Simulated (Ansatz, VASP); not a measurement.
**HgH3: VASP beside Ansatz**

```
Hg H
1.0
     7.02055    0.00000    0.00000
     0.00000    7.02055    0.00000
     0.00000    0.00000    7.02055
Hg H
2 6
Direct
  0.50000 0.50000 0.50000
  0.00000 0.00000 0.00000
  0.05302 0.50000 0.50000
  0.94698 0.50000 0.50000
  0.50000 0.05302 0.50000
  0.50000 0.94698 0.50000
  0.50000 0.50000 0.05302
  0.50000 0.50000 0.94698
```

Alike in both runs: task relaxation of the atoms; functional PBE; k mesh 4 × 4 × 4; occupations gaussian, width 0.02 eV; no spin polarisation.

|  | VASP | Ansatz |
| --- | --- | --- |
| version | VASP 6.6.1 | Ansatz 0.2.0 |
| potentials or method | VASP PAW PBE potentials, release 64 (Hg, H), cutoff 520 eV | scalar-relativistic, plane waves, PAW |
| valence electrons in the cell | 30 | 46 |

|  | VASP | Ansatz | Ansatz less VASP |
| --- | --- | --- | --- |
| gap on the k mesh at the Fermi level, each at its own relaxed structure (eV) | 4.77 | 4.76 | -0.010 |

VASP's potentials hold 30 valence electrons a cell and Ansatz's 46, so a difference there can come from the potentials and not from the codes. Ansatz's warnings: stress scf threshold loose.

Neither program's run includes spin-orbit coupling.
